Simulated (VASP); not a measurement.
# Ti (Fm-3m) in VASP: a series of runs

Ti is run at these levels: PBE; tasks: single point.

All numbers are computed with VASP 6.6.1; they aren't measurements. Logs are shortened: lines on timing, memory, paths and dates and some standing lists are left out, and cuts for length are marked.

### 1 The cell of the first run

It takes space group Fm-3m (No. 225, cubic). Conventional cell: a = 4.140 Å, b = 4.140 Å, c = 4.140 Å, α = 90.00°, β = 90.00°, γ = 90.00°. Ti (site symmetry m-3m) has 12 Ti at 2.93 Å within 3.9 Å.

This isn't the form of Ti at room conditions, which is hcp.

### 2 Single point, PBE

INCAR

```
  PREC = Accurate
  ENCUT = 520
  EDIFF = 1E-6
  ISMEAR = -1
  SIGMA = 0.06122561905347299
  LREAL = False
  LASPH = True
  NELM = 60
  ALGO = Normal
  ISIF = 2
  LWAVE = False
  LCHARG = False
  GGA = PE
  NBANDS = 12
```

KPOINTS

```
Automatic mesh
0
Gamma
  16 16 16
```

POSCAR

```
Ti
1.0
    0.0000000000      2.0701855930      2.0701855930
    2.0701855930      0.0000000000      2.0701855930
    2.0701855930      2.0701855930      0.0000000000
Ti
1
Direct
    0.0000000000      0.0000000000      0.0000000000
```

Potentials or basis: VASP PAW PBE potentials, release 64 (Ti_sv).

Started as:

```console
$ cat potpaw_PBE.64/Ti_sv/POTCAR > POTCAR
$ mpirun -np 1 vasp_std > vasp.out
```

OUTCAR:

```text
PREC = Accurate
   ENCUT = 520
   EDIFF = 1E-6
   ISMEAR = -1
   LREAL = False
   LASPH = True
   NELM = 60
   ISIF = 2
   GGA = PE

 ion  position               nearest neighbor table
   1  0.000  0.000  0.000-

  LATTYP: Found a face centered cubic cell.
 ALAT       =     4.1403711860

  Lattice vectors:

 A1 = (   0.0000000000,   2.0701855930,   2.0701855930)
 A2 = (   2.0701855930,   0.0000000000,   2.0701855930)
 A3 = (   2.0701855930,   2.0701855930,   0.0000000000)

Analysis of symmetry for initial positions (statically):
=====================================================================
 Subroutine PRICEL returns:
 Original cell was already a primitive cell.

 Routine SETGRP: Setting up the symmetry group for a
 face centered cubic supercell.

 Subroutine GETGRP returns: Found 48 space group operations
 (whereof 48 operations were pure point group operations)
 out of a pool of 48 trial point group operations.

The static configuration has the point symmetry O_h .

Analysis of symmetry for dynamics (positions and initial velocities):
=====================================================================
 Subroutine PRICEL returns:
 Original cell was already a primitive cell.

 Routine SETGRP: Setting up the symmetry group for a
 face centered cubic supercell.

 Subroutine GETGRP returns: Found 48 space group operations
 (whereof 48 operations were pure point group operations)
 out of a pool of 48 trial point group operations.

The dynamic configuration has the point symmetry O_h .

 Subroutine INISYM returns: Found 48 space group operations
 (whereof 48 operations are pure point group operations),
 and found     1 'primitive' translations

----------------------------------------------------------------------------------------

                                     Primitive cell

  volume of cell :      17.7443

  direct lattice vectors                    reciprocal lattice vectors
     0.000000000  2.070185593  2.070185593    -0.241524239  0.241524239  0.241524239
     2.070185593  0.000000000  2.070185593     0.241524239 -0.241524239  0.241524239
     2.070185593  2.070185593  0.000000000     0.241524239  0.241524239 -0.241524239

  length of vectors
     2.927684542  2.927684542  2.927684542     0.418332253  0.418332253  0.418332253

  position of ions in fractional coordinates (direct lattice)
     0.000000000  0.000000000  0.000000000

  ion indices of the primitive-cell ions
   primitive index   ion index
                 1           1

----------------------------------------------------------------------------------------

 KPOINTS: Automatic mesh

Automatic generation of k-mesh.
 Grid dimensions read from file:
 generate k-points for:   16   16   16

 Generating k-lattice:

  Cartesian coordinates                     Fractional coordinates (reciprocal lattice)
    -0.015095265  0.015095265  0.015095265     0.062500000  0.000000000  0.000000000
     0.015095265 -0.015095265  0.015095265     0.000000000  0.062500000  0.000000000
     0.015095265  0.015095265 -0.015095265     0.000000000  0.000000000  0.062500000

  Length of vectors
     0.026145766  0.026145766  0.026145766

  Shift w.r.t. Gamma in fractional coordinates (k-lattice)
     0.000000000  0.000000000  0.000000000

 Subroutine IBZKPT returns following result:
 ===========================================

 Found    145 irreducible k-points:

 Following reciprocal coordinates:
            Coordinates               Weight
  0.000000  0.000000  0.000000      1.000000
  0.062500  0.000000  0.000000      8.000000
  0.125000  0.000000  0.000000      8.000000
  0.187500  0.000000  0.000000      8.000000
  0.250000  0.000000  0.000000      8.000000
  0.312500  0.000000  0.000000      8.000000
[... 16 lines left out ...]
 -0.125000  0.062500  0.000000     24.000000
 -0.062500  0.062500  0.000000     12.000000
 [... further k-points ...]
   k-points           NKPTS =    145   k-points in BZ     NKDIM =    145   number of bands    NBANDS=     12
   number of dos      NEDOS =    301   number of ions     NIONS =      1
   total plane-waves  NPLWV =  13824
   dimension x,y,z NGX =    24 NGY =   24 NGZ =   24
   dimension x,y,z NGXF=    48 NGYF=   48 NGZF=   48
   ions per type =               1
   NGX,Y,Z   is equivalent  to a cutoff of  13.63, 13.63, 13.63 a.u.
   NGXF,Y,Z  is equivalent  to a cutoff of  27.26, 27.26, 27.26 a.u.
 SYSTEM =  unknown system
   PREC   = accura    normal or accurate (medium, high low for compatibility)
   ISTART =      0    job   : 0-new  1-cont  2-samecut
   ICHARG =      2    charge: 1-file 2-atom 10-const
   ISPIN  =      1    spin polarized calculation?
   LNONCOLLINEAR =      F non collinear calculations
   LSORBIT =      F    spin-orbit coupling
   LASPH  =      T    aspherical Exc in radial PAW
   ENCUT  =  520.0 eV  38.22 Ry    6.18 a.u.   5.44  5.44  5.44*2*pi/ulx,y,z
   NELM   =     60;   NELMIN=  2; NELMDL= -5     # of ELM steps
   EDIFF  = 0.1E-05   stopping-criterion for ELM
   LREAL  =      F    real-space projection
   EDIFFG = 0.1E-04   stopping-criterion for IOM
   NSW    =      0    number of steps for IOM
   IBRION =     -1    ionic relax: 0-MD 1-quasi-New 2-CG
   NFREE  =      0    steps in history (QN), initial steepest desc. (CG)
   ISIF   =      2    stress and relaxation
   ISYM   =      2    0-nonsym 1-usesym 2-fastsym
   POTIM  = 0.5000    time-step for ionic-motion
   TEBEG  =    0.0;   TEEND  =   0.0 temperature during run
   PSTRESS=    0.0 pullay stress
   NELECT =      12.0000    total number of electrons
   NUPDOWN=      -1.0000    fix difference up-down
   EMIN   =  10.00;   EMAX   =-10.00  energy-range for DOS
   EFERMI =   0.00;   METHOD = LEGACY
   ISMEAR =    -1;   SIGMA  =   0.06  broadening in eV -4-tet -1-fermi 0-gaus
   EFERMI_NEDOS =   21; number of points for ismear=-14 and -15
   IALGO  =     38    algorithm
   IMIX   =      4    mixing-type and parameters
     AMIX     =   0.40;   BMIX     =  1.00
     AMIX_MAG =   1.60;   BMIX_MAG =  1.00
  volume/ion in A,a.u.               =      17.74       119.74
  Fermi-wavevector in a.u.,A,eV,Ry     =   1.436975  2.715490 28.094643  2.064898
  Thomas-Fermi vector in A             =   2.556104
   LORBIT       =      0    0 simple, 1 ext, 2 COOP (PROOUT), +10 PAW based schemes
   GGA     = PE    functional components
   LHFCALC =     F    Hartree Fock is set to
   AEXX    =    0.0000 exact exchange contribution
   IVDW    =     0    specifies the selected vdW correction
   LEPSILON=     F    determine dielectric tensor
   LRPA    =     F    only Hartree local field effects (RPA)
 non-spin polarized calculation
  energy-cutoff  :      520.00
  volume of cell :       17.74
 maximum number of plane-waves:       531
 NGX is ok and might be reduce to    24
   NGX = 11   NGY = 11   NGZ = 11

 number of electron      11.9999999 magnetization

 Free energy of the ion-electron system (eV)
  ---------------------------------------------------
  ext. energy  EPLUGINS =         0.00000000
  ---------------------------------------------------
  free energy    TOTEN  =        -7.78565411 eV

  energy without entropy =       -7.76327226  energy(sigma->0) =       -7.77446318

 E-fermi :   7.9928     XC(G=0): -11.3986

 val. band max:        7.9734314302   @ k =  -0.1875   0.1250   0.0000
 cond. band min:       8.0021653261   @ k =  -0.2500   0.2500   0.0000
 fundamental gap:      0.0287338960
 Fermi energy:         7.9928351310

 k-point     1 :       0.0000    0.0000    0.0000
  band No.  band energies     occupation
      1     -48.7536      2.00000
      2     -24.6367      2.00000
      3     -24.6367      2.00000
      4     -24.6367      2.00000
      5       1.9506      2.00000
      6       8.8552      0.00000
      7       8.8552      0.00000
      8       8.8552      0.00000
      9      10.4386      0.00000
     10      10.4386      0.00000
     11      23.1216      0.00000
     12      27.4928      0.00000

 k-point     2 :       0.0625    0.0000    0.0000
  band No.  band energies     occupation
      1     -48.7494      2.00000
      2     -24.6611      2.00000
      3     -24.6397      2.00000
      4     -24.6397      2.00000
      5       2.0746      2.00000
      6       8.7794      0.00001
      7       8.8996      0.00000
      8       8.8996      0.00000
      9      10.4102      0.00000
     10      10.4102      0.00000
     11      23.2149      0.00000
     12      26.4908      0.00000

 k-point     3 :       0.1250    0.0000    0.0000
  band No.  band energies     occupation
      1     -48.7374      2.00000
      2     -24.7304      2.00000
      3     -24.6485      2.00000
      4     -24.6485      2.00000
      5       2.4364      2.00000
      6       8.5773      0.00014
      7       9.0101      0.00000
      8       9.0101      0.00000
      9      10.3526      0.00000
     10      10.3526      0.00000
     11      23.2940      0.00000
     12      24.8762      0.00000
[... 286 lines left out ...]
 k-point    23 :      -0.1250    0.0625    0.0000
  band No.  band energies     occupation
      1     -48.7286      2.00000
      2     -24.7716      2.00000
      3     -24.6711      2.00000
      4     -24.6479      2.00000
      5       2.7089      2.00000
      6       8.4260      0.00169
      7       9.0771      0.00000
      8       9.1005      0.00000
      9      10.1614      0.00000
     10      10.4893      0.00000
     11      23.2303      0.00000
     12      24.2713      0.00000

 k-point    24 :      -0.0625    0.0625    0.0000
  band No.  band energies     occupation
      1     -48.7426      2.00000
      2     -24.6955      2.00000
      3     -24.6537      2.00000
      4     -24.6407      2.00000
      5       2.2779      2.00000
      6       8.6524      0.00004
      7       8.9663      0.00000
      8       8.9799      0.00000
      9      10.2907      0.00000
     10      10.4488      0.00000
     11      23.3323      0.00000
     12      25.5882      0.00000

 [... further k-points ...]

------------------------ aborting loop because EDIFF is reached ----------------------------------------

  FORCE on cell =-STRESS in cart. coord.  units (eV):
  Direction    XX          YY          ZZ          XY          YZ          ZX
  --------------------------------------------------------------------------------------
  -------------------------------------------------------------------------------------
  Total       -0.2535143     -0.2535143     -0.2535143     -0.0000000     -0.0000000      0.0000000
  in kB      -22.8904920    -22.8904920    -22.8904920     -0.0000000     -0.0000000      0.0000000
  external PRESSURE =     -22.8904920 kB  Pullay stress =       0.0000000 kB

 VOLUME and BASIS-vectors are now :
 -----------------------------------------------------------------------------
  energy-cutoff  :      520.00
  volume of cell :       17.74
      direct lattice vectors                 reciprocal lattice vectors
     0.000000000  2.070185593  2.070185593    -0.241524239  0.241524239  0.241524239
     2.070185593  0.000000000  2.070185593     0.241524239 -0.241524239  0.241524239
     2.070185593  2.070185593  0.000000000     0.241524239  0.241524239 -0.241524239

 POSITION                                       TOTAL-FORCE (eV/Angst)
 -----------------------------------------------------------------------------------
      0.00000      0.00000      0.00000         0.000000     -0.000000      0.000000
 -----------------------------------------------------------------------------------
    total drift:                                0.000000      0.000000      0.000000

  FREE ENERGIE OF THE ION-ELECTRON SYSTEM (eV)
  ---------------------------------------------------
  free  energy   TOTEN  =        -7.7856541083 eV

  energy  without entropy=       -7.7632722569  energy(sigma->0) =       -7.77446318
```

Wall time 23 s (1 thread of Intel Xeon Platinum 8488C (Sapphire Rapids), shared host); peak memory 0.16 GiB.

Results:

* Free energy: -7.7857 eV
* Pressure: -2.3 GPa
* Band gap on the k mesh: zero (bands 6 and 7 overlap by 1.23 eV)

Levels at points of the mesh, in eV from the Fermi level:
| k point | band 4 | band 5 | band 6 | band 7 | band 8 | band 9 |
| --- | --- | --- | --- | --- | --- | --- |
| (0.00, 0.00, 0.00) | -32.63 | -6.04 | 0.86 | 0.86 | 0.86 | 2.45 |
| (0.50, 0.00, 0.00) | -32.71 | -2.54 | 0.58 | 0.76 | 0.76 | 3.48 |
| (0.50, 0.50, 0.00) | -32.85 | -2.49 | -1.65 | 2.75 | 3.47 | 3.74 |

(Continued in part 2 of 2.)
